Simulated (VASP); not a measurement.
## InAs: relaxation of cell and atoms with PBE

InAs:

```xyz
2
Lattice="0.0000 3.0938 3.0938 3.0938 0.0000 3.0938 3.0938 3.0938 0.0000" Properties=species:S:1:pos:R:3 pbc="T T T"
In    0.0000    0.0000    0.0000
As    4.6407    4.6407    4.6407
```

```
Program                : VASP 6.6.1
Task                   : relaxation of cell and atoms
Functional             : PBE
Potentials or basis    : VASP PAW PBE potentials, release 64 (In_d, As)
Cutoff                 : 600 eV
k mesh                 : 12 × 12 × 12
Occupations            : fermi-dirac, width 0.15 eV
Spin                   : no spin polarisation
Target pressure        : 30 GPa
Dipole correction      : no
Further INCAR settings : ALGO = Normal; EDIFF = 1e-07; IBRION = 2; EDIFFG = -0.001; NSW = 80; ISIF = 3
```

* Relaxed volume: 21.89 Å³/atom
* Relaxed cell: a = 3.956 Å, b = 3.956 Å, c = 3.956 Å, α = 60.00°, β = 60.00°, γ = 60.00°
* Space group after relaxing (to 0.1 Å): F-43m (No. 216)
* Energy change on relaxing (the run minimises the enthalpy): +546.0 meV/atom
* Ionic steps: 17
* Pressure after relaxing: 30.0 GPa
* Band gap on the k mesh: 0.99 eV

The path:
| step | energy change (eV) | largest force (eV/Å) | pressure (GPa) | volume (Å³) |
| --- | --- | --- | --- | --- |
| 1 | 0.0000 | 0.0000 | 0.06 | 59.22 |
| 2 | 18.1252 | 0.0000 | 377.53 | 23.33 |
| 3 | 0.6629 | 0.0000 | 20.89 | 46.50 |
| 4 | 0.8652 | 0.0000 | 25.28 | 45.09 |
| 5 | 1.1000 | 0.0000 | 30.16 | 43.73 |
| 6 | 1.0483 | 0.0000 | 29.10 | 44.01 |
| 7 | 1.0510 | 0.0000 | 29.16 | 43.99 |
| 8 | 1.0594 | 0.0000 | 29.33 | 43.95 |
| 9 | 1.0595 | 0.0000 | 29.33 | 43.95 |
| 10 | 1.0599 | 0.0000 | 29.34 | 43.94 |
| 11 | 1.0607 | 0.0000 | 29.36 | 43.94 |
| 12 | 1.0623 | 0.0000 | 29.39 | 43.93 |
| 13 | 1.0655 | 0.0000 | 29.46 | 43.91 |
| 14 | 1.0720 | 0.0000 | 29.59 | 43.88 |
| 15 | 1.0850 | 0.0000 | 29.85 | 43.81 |
| 16 | 1.1113 | 0.0000 | 30.39 | 43.67 |
| 17 | 1.0920 | 0.0000 | 30.00 | 43.77 |

Final structure:
```cif
data_structure
_symmetry_space_group_name_H-M 'P 1'
_symmetry_Int_Tables_number 1
_cell_length_a 3.9558
_cell_length_b 3.9558
_cell_length_c 3.9558
_cell_angle_alpha 60.000
_cell_angle_beta 60.000
_cell_angle_gamma 60.000
_cell_volume 43.77
loop_
_atom_site_label
_atom_site_type_symbol
_atom_site_fract_x
_atom_site_fract_y
_atom_site_fract_z
_atom_site_occupancy
In1 In 0.00000 0.00000 0.00000 1
As1 As 0.75000 0.75000 0.75000 1
```

Levels at points of the mesh, in eV from the valence-band top:
```csv
k point,band 5,band 6,band 7,band 8,band 9,band 10,band 11,band 12,band 13
"(0.00, 0.00, 0.00)",-14.87,-13.68,0.00,0.00,0.00,0.99,3.92,3.92,3.92
"(0.50, 0.00, 0.00)",-14.85,-11.32,-7.21,-1.40,-1.40,1.48,4.71,4.71,6.90
"(0.50, 0.50, 0.00)",-14.82,-10.51,-7.03,-3.26,-3.26,1.06,1.94,10.85,10.95
```

Run time: 15 min on 1 thread of Intel Xeon 8259CL, with other jobs on the host, peak memory 0.27 GiB.

Caveat: the cell is relaxed towards a set pressure, so the run minimises the enthalpy, not the energy; the volume moved by over 15 % at a fixed basis, so the end points are rough; spin-orbit coupling is left out, which moves the levels of the heavy elements. A k mesh can miss the band edges.
